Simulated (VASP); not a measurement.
A run of VASP 6.6.1 is set up as follows.

The input INCAR:

```
SYSTEM = ZrB2
PREC = Accurate
ENCUT = 520
EDIFF = 1E-6
ISMEAR = 0
SIGMA = 0.15
LREAL = .False.
LASPH = .True.
NELM = 80
ALGO = Normal
ISIF = 2
LWAVE = .False.
LCHARG = .True.
GGA = PS
LELF = .True.
LVHAR = .True.
NBANDS = 16
```

File KPOINTS:

```
regular mesh
0
Gamma
  15 15 12
  0 0 0
```

POSCAR

```
ZrB2
1.0
    3.2179000000      0.0000000000      0.0000000000
   -1.6089500000      2.7867831468      0.0000000000
    0.0000000000      0.0000000000      3.5652000000
Zr B
1 2
Direct
    0.0000000000      0.0000000000      0.0000000000
    0.3333333333      0.6666666667      0.5000000000
    0.6666666667      0.3333333333      0.5000000000
```

Potentials or basis: VASP PAW PBE potentials, release 64 (Zr_sv, B).

Run with:

```bash
$ cat potpaw_PBE.64/Zr_sv/POTCAR potpaw_PBE.64/B/POTCAR > POTCAR
$ mpirun -np 1 vasp_std > vasp.out
```

Task: Estimate the band gap on the k mesh.

Result: Zero (bands 9 and 10 overlap by 0.89 eV).

Task: What does it give for the pressure?

Result: -12.4 GPa.

Stress tensor (GPa, compression positive):
```
-13.10   0.00   0.00
  0.00 -13.10   0.00
  0.00   0.00 -10.94
```

Caveat: the cell stands under tension; the PAW data sets were made with another functional, which shifts forces and pressure a little.
